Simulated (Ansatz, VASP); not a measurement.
## Sb: VASP beside Ansatz

Contents of INCAR:

```
ALGO     = Normal         # electronic algorithm
EDIFF    = 1E-6           # SCF threshold, eV
ENCUT    = 520            # plane-wave cutoff, eV
GGA      = PS             # functional
ISIF     = 2              # what is computed and relaxed
ISMEAR   = 0              # smearing method
LASPH    = True           # aspherical terms in the spheres
LCHARG   = True           # write CHGCAR
LELF     = True           # ELF
LREAL    = False          # projectors in reciprocal space
LVHAR    = True         
LWAVE    = False          # write WAVECAR
NBANDS   = 8              # bands
NELM     = 80             # most SCF steps
PREC     = Accurate       # precision mode
SIGMA    = 0.15           # smearing width, eV
```

File KPOINTS:

```
k-points
0
Gamma
  16 16 16
```

Contents of POSCAR:

```
Sb
1.0
    3.2864000000      0.0000000000      0.0000000000
    0.0000000000      3.2864000000      0.0000000000
    0.0000000000      0.0000000000      3.4128000000
Sb
1
Direct
    0.0000000000      0.0000000000      0.0000000000
```

Input for Ansatz:

```yaml
crystal:
  lattice:
    - [3.2864, 0.0, 0.0]
    - [0.0, 3.2864, 0.0]
    - [0.0, 0.0, 3.4128]
  atoms:
    - { symbol: Sb, position: [0.0, 0.0, 0.0] }
basis:
  ecutwfc: 420
kpoints:
  mp_grid: { grid: [16, 16, 16] }
hamiltonian:
  xc: pbesol
scf:
  occupations: { method: gaussian, width: 0.15 }
output:
  forces: true
  stress: true
  eigenvalues: true
```

Change from the starting cell: strain +0.040 along x and y, +0.080 along z, atoms carried along.

Alike in both runs: task single point; functional PBEsol; k mesh 16 × 16 × 16; occupations gaussian, width 0.15 eV; no spin polarisation.

|  | VASP | Ansatz |
| --- | --- | --- |
| version | VASP 6.6.1 | Ansatz 0.2.0 |
| potentials or method | VASP PAW PBE potentials, release 64 (Sb), cutoff 520 eV | scalar-relativistic, plane waves, PAW |
| valence electrons in the cell | 5 | 15 |

|  | VASP | Ansatz | Ansatz less VASP |
| --- | --- | --- | --- |
| gap on the k mesh at the Fermi level (eV) | none | none | - |
| pressure (GPa) | -8.8 | -8.8 | +0.02 |
| traceless stress, the component that is largest in VASP (GPa) | -0.80 | -0.79 | +0.004 |

VASP's potentials were made for PBE, not for PBEsol. A gap of «none» marks a metal or a gap that the smearing closes. The functional is the same, so the differences come from potentials, cutoffs and numerics. VASP's potentials hold 5 valence electrons a cell and Ansatz's 15, so a difference there can come from the potentials and not from the codes.

Spin-orbit coupling is off throughout.
